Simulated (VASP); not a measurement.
A run of VASP 6.6.1 is set up as follows.

POSCAR

```
SrTiO3
1.0
    3.9397602350      0.0000000000      0.0000000000
    0.0000000000      3.9397602350      0.0000000000
    0.0000000000      0.0000000000      3.9397602350
Sr Ti O
1 1 3
Direct
    0.0000000000      0.0000000000      0.0000000000
    0.5000000000      0.5000000000      0.5000000000
    0.5000000000      0.0000000000      0.5000000000
    0.5000000000      0.5000000000      0.0000000000
    0.0000000000      0.5000000000      0.5000000000
```

The input INCAR.step1:

```
SYSTEM = SrTiO3
  ALGO = Normal
  EDIFF = 1E-4
  ENCUT = 520
  GGA = PE
  ISMEAR = 0
  LASPH = .True.
  LCHARG = .False.
  LDAU = .True.
  LDAUJ = 0 0 0
  LDAUL = -1 2 -1
  LDAUTYPE = 2
  LDAUU = 0 4 0
  LMAXMIX = 4
  LREAL = .False.
  LWAVE = .True.
  NBANDS = 28
  NELM = 150
  PREC = Accurate
  SIGMA = 0.02
```

INCAR.step2

```
SYSTEM = SrTiO3
  ALGO = Normal
  EDIFF = 1E-6
  ENCUT = 520
  ISIF = 2
  ISMEAR = 0
  ISTART = 1
  LASPH = .True.
  LCHARG = .False.
  LDAU = .True.
  LDAUJ = 0 0 0
  LDAUL = -1 2 -1
  LDAUPRINT = 1
  LDAUTYPE = 2
  LDAUU = 0 4 0
  LMAXMIX = 4
  LMIXTAU = .True.
  LREAL = .False.
  LWAVE = .False.
  METAGGA = R2SCAN
  NBANDS = 28
  NELM = 150
  PREC = Accurate
  SIGMA = 0.02
```

Contents of KPOINTS:

```
k-points
0
Gamma
  6 6 6
  0 0 0
```

Potentials or basis: VASP PAW PBE potentials, release 64 (Sr_sv, Ti_sv, O).

Launch:

```bash
$ cat potpaw_PBE.64/Sr_sv/POTCAR potpaw_PBE.64/Ti_sv/POTCAR potpaw_PBE.64/O/POTCAR > POTCAR
$ cp INCAR.step1 INCAR
$ mpirun -np 1 vasp_std > vasp.out
$ cp INCAR.step2 INCAR
$ mpirun -np 1 vasp_std > vasp.out
```

(1) Predict the band gap on the k mesh.

(2) Predict the pressure.

Answers

(1) 2.79 eV (least direct gap 3.25 eV).

(2) 0.0 GPa.

Caveat: the PAW data sets were made with another functional, which shifts forces and pressure a little.
